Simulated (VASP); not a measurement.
# TaN (P-62m) in VASP: further runs

TaN is run at these levels: BLYP+D3(BJ), r2SCAN+D4, r2SCAN; tasks: single point, relaxation of cell and atoms.

All numbers are computed with VASP 6.6.1; they aren't measurements. Logs are shortened: lines on timing, memory, paths and dates and some standing lists are left out, and cuts for length are marked.

### 1 The cell of the first run

Symmetry: P-62m, No. 189, hexagonal system. Conventional cell: a = 5.203 Å, b = 5.203 Å, c = 2.905 Å, α = 90.00°, β = 90.00°, γ = 120.00°. Ta (site symmetry -6) has 6 N at 2.16 Å within 2.9 Å. Ta (site symmetry -62m) has 3 N at 2.04 Å within 2.7 Å. N (site symmetry m2m) has 5 Ta at 2.04 to 2.16 Å within 2.7 Å.

### 2 Single point, BLYP+D3(BJ)

File INCAR:

```
AGGAC = 1.0
AGGAX = 1.0
ALDAC = 0.0
ALDAX = 1.0
ALGO = Normal
EDIFF = 1E-6
ENCUT = 520
GGA = B5
ISIF = 2
ISMEAR = -1
IVDW = 12
LASPH = T
LCHARG = T
LELF = T
LREAL = F
LVHAR = T
LWAVE = F
NBANDS = 33
NELM = 100
PREC = Accurate
SIGMA = 0.15
VDW_A1 = 0.4298
VDW_A2 = 4.2359
VDW_S6 = 1.0
VDW_S8 = 2.6996
```

File KPOINTS:

```
k-points
0
Gamma
  6 6 9
```

File POSCAR:

```
TaN
1.0
    5.2031615201      0.0000000000      0.0000000000
   -2.6015807600      4.5060700564      0.0000000000
    0.0000000000      0.0000000000      2.9047213065
Ta N
3 3
Direct
    0.3333333333      0.6666666667      0.5000000000
    0.6666666667      0.3333333333      0.5000000000
    0.0000000000      0.0000000000      0.0000000000
    0.3921966307      0.0000000000      0.0000000000
    0.6078033693      0.6078033693      0.0000000000
    0.0000000000      0.3921966307      0.0000000000
```

Potentials or basis: VASP PAW PBE potentials, release 64 (Ta_pv, N).

The run is started by

```
> cat potpaw_PBE.64/Ta_pv/POTCAR potpaw_PBE.64/N/POTCAR > POTCAR
> mpirun -np 1 vasp_std > vasp.out
```

OUTCAR:

```text
EDIFF = 1E-6
   ENCUT = 520
   GGA = B5
   ISIF = 2
   ISMEAR = -1
   IVDW = 12
   LASPH = T
   LREAL = F
   NELM = 100
   PREC = Accurate
 IVDW          = 12

 ion  position               nearest neighbor table
   1  0.333  0.667  0.500-   4 2.16   4 2.16   6 2.16   6 2.16   5 2.16   5 2.16   2 3.00   2 3.00
                             2 3.00   3 3.34   3 3.34   3 3.34   3 3.34   3 3.34   3 3.34
   2  0.667  0.333  0.500-   6 2.16   6 2.16   4 2.16   4 2.16   5 2.16   5 2.16   1 3.00   1 3.00
                             1 3.00   3 3.34   3 3.34   3 3.34   3 3.34   3 3.34   3 3.34
   3  0.000  0.000  0.000-   6 2.04   4 2.04   5 2.04   2 3.34   1 3.34   1 3.34   2 3.34   1 3.34
                             1 3.34   2 3.34   2 3.34   2 3.34   2 3.34   1 3.34   1 3.34
   4  0.392  0.000  0.000-   3 2.04   1 2.16   1 2.16   2 2.16   2 2.16
   5  0.608  0.608  0.000-   3 2.04   2 2.16   2 2.16   1 2.16   1 2.16
   6  0.000  0.392  0.000-   3 2.04   2 2.16   2 2.16   1 2.16   1 2.16

  LATTYP: Found a hexagonal cell.
 ALAT       =     5.2031615201
 C/A-ratio  =     0.5582608372

  Lattice vectors:

 A1 = (   5.2031615201,   0.0000000000,   0.0000000000)
 A2 = (  -2.6015807600,   4.5060700564,   0.0000000000)
 A3 = (   0.0000000000,   0.0000000000,   2.9047213065)

Analysis of symmetry for initial positions (statically):
=====================================================================
 Subroutine PRICEL returns:
 Original cell was already a primitive cell.

 Routine SETGRP: Setting up the symmetry group for a
 hexagonal supercell.

 Subroutine GETGRP returns: Found 12 space group operations
 (whereof 12 operations were pure point group operations)
 out of a pool of 24 trial point group operations.

The static configuration has the point symmetry D_3h.

Analysis of symmetry for dynamics (positions and initial velocities):
=====================================================================
 Subroutine PRICEL returns:
 Original cell was already a primitive cell.

 Routine SETGRP: Setting up the symmetry group for a
 hexagonal supercell.

 Subroutine GETGRP returns: Found 12 space group operations
 (whereof 12 operations were pure point group operations)
 out of a pool of 24 trial point group operations.

The dynamic configuration has the point symmetry D_3h.

 Subroutine INISYM returns: Found 12 space group operations
 (whereof 12 operations are pure point group operations),
 and found     1 'primitive' translations

----------------------------------------------------------------------------------------

                                     Primitive cell

  volume of cell :      68.1035

  direct lattice vectors                    reciprocal lattice vectors
     5.203161520  0.000000000  0.000000000     0.192190843  0.110961435  0.000000000
    -2.601580760  4.506070056  0.000000000     0.000000000  0.221922870  0.000000000
     0.000000000  0.000000000  2.904721306     0.000000000  0.000000000  0.344267107

  length of vectors
     5.203161520  5.203161520  2.904721306     0.221922870  0.221922870  0.344267107

  position of ions in fractional coordinates (direct lattice)
     0.333333333  0.666666667  0.500000000
     0.666666667  0.333333333  0.500000000
     0.000000000  0.000000000  0.000000000
     0.392196631  0.000000000  0.000000000
     0.607803369  0.607803369  0.000000000
     1.000000000  0.392196631  0.000000000

  ion indices of the primitive-cell ions
   primitive index   ion index
                 1           1
                 2           2
                 3           3
                 4           4
                 5           5
                 6           6

----------------------------------------------------------------------------------------

 KPOINTS: k-points

Automatic generation of k-mesh.
 Grid dimensions read from file:
 generate k-points for:    6    6    9

 Generating k-lattice:

  Cartesian coordinates                     Fractional coordinates (reciprocal lattice)
     0.032031807  0.018493573  0.000000000     0.166666667  0.000000000  0.000000000
     0.000000000  0.036987145  0.000000000     0.000000000  0.166666667  0.000000000
     0.000000000  0.000000000  0.038251901     0.000000000  0.000000000  0.111111111

  Length of vectors
     0.036987145  0.036987145  0.038251901

  Shift w.r.t. Gamma in fractional coordinates (k-lattice)
     0.000000000  0.000000000  0.000000000

 Subroutine IBZKPT returns following result:
 ===========================================

 Found     35 irreducible k-points:

 Following reciprocal coordinates:
            Coordinates               Weight
  0.000000  0.000000  0.000000      1.000000
  0.166667  0.000000  0.000000      6.000000
  0.333333  0.000000  0.000000      6.000000
  0.500000  0.000000  0.000000      3.000000
  0.166667  0.166667  0.000000      6.000000
  0.333333  0.166667  0.000000     12.000000
[... 16 lines left out ...]
  0.166667  0.000000  0.333333     12.000000
  0.333333  0.000000  0.333333     12.000000
 [... further k-points ...]
   k-points           NKPTS =     35   k-points in BZ     NKDIM =     35   number of bands    NBANDS=     33
   number of dos      NEDOS =    301   number of ions     NIONS =      6
   total plane-waves  NPLWV =  38400
   dimension x,y,z NGX =    40 NGY =   40 NGZ =   24
   dimension x,y,z NGXF=    80 NGYF=   80 NGZF=   48
   ions per type =               3   3
   NGX,Y,Z   is equivalent  to a cutoff of  12.78, 12.78, 13.74 a.u.
   NGXF,Y,Z  is equivalent  to a cutoff of  25.56, 25.56, 27.47 a.u.
 SYSTEM =  unknown system
   PREC   = accura    normal or accurate (medium, high low for compatibility)
   ISTART =      0    job   : 0-new  1-cont  2-samecut
   ICHARG =      2    charge: 1-file 2-atom 10-const
   ISPIN  =      1    spin polarized calculation?
   LNONCOLLINEAR =      F non collinear calculations
   LSORBIT =      F    spin-orbit coupling
   LASPH  =      T    aspherical Exc in radial PAW
   ENCUT  =  520.0 eV  38.22 Ry    6.18 a.u.   9.67  9.67  5.40*2*pi/ulx,y,z
   NELM   =    100;   NELMIN=  2; NELMDL= -5     # of ELM steps
   EDIFF  = 0.1E-05   stopping-criterion for ELM
   LREAL  =      F    real-space projection
   EDIFFG = 0.1E-04   stopping-criterion for IOM
   NSW    =      0    number of steps for IOM
   IBRION =     -1    ionic relax: 0-MD 1-quasi-New 2-CG
   NFREE  =      0    steps in history (QN), initial steepest desc. (CG)
   ISIF   =      2    stress and relaxation
   ISYM   =      2    0-nonsym 1-usesym 2-fastsym
   POTIM  = 0.5000    time-step for ionic-motion
   TEBEG  =    0.0;   TEEND  =   0.0 temperature during run
   PSTRESS=    0.0 pullay stress
   NELECT =      48.0000    total number of electrons
   NUPDOWN=      -1.0000    fix difference up-down
   EMIN   =  10.00;   EMAX   =-10.00  energy-range for DOS
   EFERMI =   0.00;   METHOD = LEGACY
   ISMEAR =    -1;   SIGMA  =   0.15  broadening in eV -4-tet -1-fermi 0-gaus
   EFERMI_NEDOS =   21; number of points for ismear=-14 and -15
   IALGO  =     38    algorithm
   IMIX   =      4    mixing-type and parameters
     AMIX     =   0.40;   BMIX     =  1.00
     AMIX_MAG =   1.60;   BMIX_MAG =  1.00
  volume/ion in A,a.u.               =      11.35        76.60
  Fermi-wavevector in a.u.,A,eV,Ry     =   1.456908  2.753156 28.879450  2.122580
  Thomas-Fermi vector in A             =   2.573771
   LORBIT       =      0    0 simple, 1 ext, 2 COOP (PROOUT), +10 PAW based schemes
   GGA     = B5    functional components
   LHFCALC =     F    Hartree Fock is set to
   AEXX    =    0.0000 exact exchange contribution
   IVDW    =    12    specifies the selected vdW correction
   LEPSILON=     F    determine dielectric tensor
   LRPA    =     F    only Hartree local field effects (RPA)
 non-spin polarized calculation
  energy-cutoff  :      520.00
  volume of cell :       68.10
 maximum number of plane-waves:      1853
 NGX is ok and might be reduce to    40
   NGX = 19   NGY = 19   NGZ = 11

 number of electron      48.0000000 magnetization

 Free energy of the ion-electron system (eV)
  ---------------------------------------------------
  ext. energy  EPLUGINS =         0.00000000
  ---------------------------------------------------
  free energy    TOTEN  =       -61.60478986 eV

  energy without entropy =      -61.54801299  energy(sigma->0) =      -61.57640143

 E-fermi :   8.7981     XC(G=0): -12.3245

 val. band max:        8.5996808693   @ k =   0.1667   0.0000   0.1111
 cond. band min:       8.8006401418   @ k =   0.0000   0.0000   0.2222
 fundamental gap:      0.2009592725
 Fermi energy:         8.7981128447

 k-point     1 :       0.0000    0.0000    0.0000
  band No.  band energies     occupation
      1     -27.3199      2.00000
      2     -27.3199      2.00000
      3     -26.9642      2.00000
      4     -26.9642      2.00000
      5     -26.7835      2.00000
      6     -26.6776      2.00000
[... 25 lines left out ...]
     32      11.9465      0.00000
     33      11.9465      0.00000

 k-point     2 :       0.1667    0.0000    0.0000
  band No.  band energies     occupation
      1     -27.3416      2.00000
      2     -27.3120      2.00000
      3     -26.9494      2.00000
      4     -26.9366      2.00000
      5     -26.7768      2.00000
      6     -26.6837      2.00000
[... 25 lines left out ...]
     32      12.0690      0.00000
     33      12.1505      0.00000

 k-point     3 :       0.3333    0.0000    0.0000
  band No.  band energies     occupation
      1     -27.3785      2.00000
      2     -27.2665      2.00000
      3     -26.9729      2.00000
      4     -26.8872      2.00000
      5     -26.7599      2.00000
      6     -26.6996      2.00000
[... 25 lines left out ...]
     32      12.6110      0.00000
     33      12.7574      0.00000

 k-point     4 :       0.5000    0.0000    0.0000
  band No.  band energies     occupation
      1     -27.3947      2.00000
      2     -27.2134      2.00000
      3     -27.0295      2.00000
      4     -26.8642      2.00000
      5     -26.7465      2.00000
      6     -26.7125      2.00000
[... 25 lines left out ...]
     32      12.4364      0.00000
     33      13.0403      0.00000

 k-point     5 :       0.1667    0.1667    0.0000
  band No.  band energies     occupation
      1     -27.3606      2.00000
      2     -27.2919      2.00000
      3     -26.9634      2.00000
      4     -26.8962      2.00000
      5     -26.7649      2.00000
      6     -26.6949      2.00000
[... 604 lines left out ...]
 k-point    22 :       0.0000    0.0000    0.3333
  band No.  band energies     occupation
      1     -27.4394      2.00000
      2     -27.2673      2.00000
      3     -27.2076      2.00000
      4     -27.2076      2.00000
      5     -26.8423      2.00000
      6     -26.8423      2.00000
[... 25 lines left out ...]
     32      12.2181      0.00000
     33      13.1988      0.00000

 k-point    23 :       0.1667    0.0000    0.3333
  band No.  band energies     occupation
      1     -27.4347      2.00000
      2     -27.2789      2.00000
      3     -27.2190      2.00000
      4     -27.1916      2.00000
      5     -26.8548      2.00000
      6     -26.8284      2.00000
[... 25 lines left out ...]
     32      12.2094      0.00000
     33      13.5080      0.00000

 k-point    24 :       0.3333    0.0000    0.3333
  band No.  band energies     occupation
      1     -27.4197      2.00000
      2     -27.3073      2.00000
      3     -27.2399      2.00000
      4     -27.1510      2.00000
      5     -26.8952      2.00000
      6     -26.8026      2.00000
[... 25 lines left out ...]
     32      12.4523      0.00000
     33      13.8768      0.00000

 [... further k-points ...]

------------------------ aborting loop because EDIFF is reached ----------------------------------------

 Edisp (eV)   -6.17315

 E8    (eV) :    -4.6519

  FORCE on cell =-STRESS in cart. coord.  units (eV):
  Direction    XX          YY          ZZ          XY          YZ          ZX
  --------------------------------------------------------------------------------------
  -------------------------------------------------------------------------------------
  Total       0.84556     0.84556     0.86211     0.00000     0.00000     0.00000
  in kB      19.89228    19.89228    20.28171     0.00000     0.00000     0.00000
  external pressure =       20.02 kB  Pullay stress =        0.00 kB

 VOLUME and BASIS-vectors are now :
 -----------------------------------------------------------------------------
  energy-cutoff  :      520.00
  volume of cell :       68.10
      direct lattice vectors                 reciprocal lattice vectors
     5.203161520  0.000000000  0.000000000     0.192190843  0.110961435  0.000000000
    -2.601580760  4.506070056  0.000000000     0.000000000  0.221922870  0.000000000
     0.000000000  0.000000000  2.904721306     0.000000000  0.000000000  0.344267107

 POSITION                                       TOTAL-FORCE (eV/Angst)
 -----------------------------------------------------------------------------------
     -0.00000      3.00405      1.45236         0.000000      0.000000      0.000000
      2.60158      1.50202      1.45236         0.000000      0.000000      0.000000
      0.00000      0.00000      0.00000         0.000000      0.000000      0.000000
      2.04066      0.00000      0.00000         0.019133      0.000000     -0.000000
      1.58125      2.73880      0.00000        -0.009566     -0.016569      0.000000
     -1.02033      1.76727      0.00000        -0.009566      0.016569     -0.000000
 -----------------------------------------------------------------------------------
    total drift:                               -0.000002     -0.000003      0.000000

  FREE ENERGIE OF THE ION-ELECTRON SYSTEM (eV)
  ---------------------------------------------------
  free  energy   TOTEN  =       -67.7779355962 eV

  energy  without entropy=      -67.7211587267  energy(sigma->0) =      -67.74954716
```

Run time: 2.5 min. Hardware: 1 thread of Intel Xeon 8259CL, shared host; peak memory 0.23 GiB.

What came out:

| Quantity | Value |
| --- | --- |
| Free energy | -67.7779 eV |
| Pressure | 2.0 GPa |
| Largest force | 0.019 eV/Å |
| Band gap on the k mesh | zero (band 24 reaches 10.59 eV, above the bottom of band 25 at 7.49 eV) |
| Dispersion energy per atom | -1.029 eV |

Forces in eV/Å, atoms in the order of the input:
```
Ta   0.000  0.000  0.000
Ta   0.000  0.000  0.000
Ta   0.000  0.000  0.000
N    0.019  0.000  0.000
N   -0.010 -0.017  0.000
N   -0.010  0.017  0.000
```

Caveat: the PAW data sets were made with another functional, which shifts forces and pressure a little; spin-orbit coupling is left out, which moves the levels of the heavy elements; pairwise dispersion overbinds metals, which lowers pressure and volume.

### 3 Single point, r2SCAN+D4

This run uses another cell than the first one, of 11.30 Å³/atom, 0.996 times its volume.

File POSCAR:

```
TaN
1.0
    5.1928428965      0.0000000000      0.0000000000
   -2.5964214483      4.4971338663      0.0000000000
    0.0000000000      0.0000000000      2.9043014321
Ta N
3 3
Direct
    0.3333333333      0.6666666667      0.5000000000
    0.6666666667      0.3333333333      0.5000000000
    0.0000000000      0.0000000000      0.0000000000
    0.3925131196      0.0000000000      0.0000000000
    0.6074868804      0.6074868804      0.0000000000
    0.0000000000      0.3925131196      0.0000000000
```

File INCAR.step1:

```
SYSTEM = TaN
PREC = Accurate ; ENCUT = 520
ISMEAR = -1 ; SIGMA = 0.15
LREAL = .FALSE. ; LASPH = .TRUE.
NELM = 80 ; NBANDS = 33
GGA = PE ; ALGO = Normal
EDIFF = 1E-4 ; LWAVE = .TRUE.
LCHARG = .FALSE.
```

File INCAR.step2:

```
SYSTEM = TaN
PREC = Accurate ; ENCUT = 520
EDIFF = 1E-6 ; ISMEAR = -1
SIGMA = 0.15 ; LREAL = .FALSE.
LASPH = .TRUE. ; NELM = 80
ALGO = Normal ; ISIF = 2
LWAVE = .FALSE. ; LCHARG = .FALSE.
METAGGA = R2SCAN ; LMIXTAU = .TRUE.
IVDW = 13 ; VDW_S6 = 1.0
VDW_S8 = 0.6018749 ; VDW_A1 = 0.51559235
VDW_A2 = 5.77342911 ; NBANDS = 33
ISTART = 1
```

File KPOINTS:

```
regular mesh
0
G
  6 6 9
  0 0 0
```

Potentials or basis: VASP PAW PBE potentials, release 64 (Ta_pv, N).

The run is started by

```
> cat potpaw_PBE.64/Ta_pv/POTCAR potpaw_PBE.64/N/POTCAR > POTCAR
> cp INCAR.step1 INCAR
> mpirun -np 1 vasp_std > vasp.out
> cp INCAR.step2 INCAR
> mpirun -np 1 vasp_std > vasp.out
```

Run time: 7.1 min. Hardware: 1 thread of Intel Xeon 8259CL, shared host; peak memory 0.24 GiB.

The run converged. Its results:

- Free energy: -181.9744 eV
- Pressure: 1.6 GPa
- Band gap on the k mesh: zero (band 24 reaches 10.12 eV, above the bottom of band 25 at 6.97 eV)
- Dispersion energy per atom: -0.109 eV

Forces in eV/Å, atoms in the order of the input:
```
Ta   0.000  0.000  0.000
Ta   0.000  0.000  0.000
Ta   0.000  0.000  0.000
N    0.002  0.000  0.000
N   -0.001 -0.002  0.000
N   -0.001  0.002  0.000
```

Stress tensor (GPa, compression positive):
```
1.67 0.00 0.00
0.00 1.67 0.00
0.00 0.00 1.52
```

Levels at points of the mesh, in eV from the Fermi level:
```csv
k point,band 20,band 21,band 22,band 23,band 24,band 25,band 26,band 27,band 28,band 29
"(0.00, 0.00, 0.00)",-5.27,-4.58,-3.54,-1.97,-0.93,-0.93,0.78,0.78,1.94,2.13
"(0.50, 0.00, 0.00)",-4.84,-4.16,-4.14,-2.95,-2.70,1.39,2.00,2.12,2.66,2.66
```

Caveat: the PAW data sets were made with another functional, which shifts forces and pressure a little; spin-orbit coupling is left out, which moves the levels of the heavy elements; pairwise dispersion overbinds metals, which lowers pressure and volume.

(Continued in part 2 of 2.)
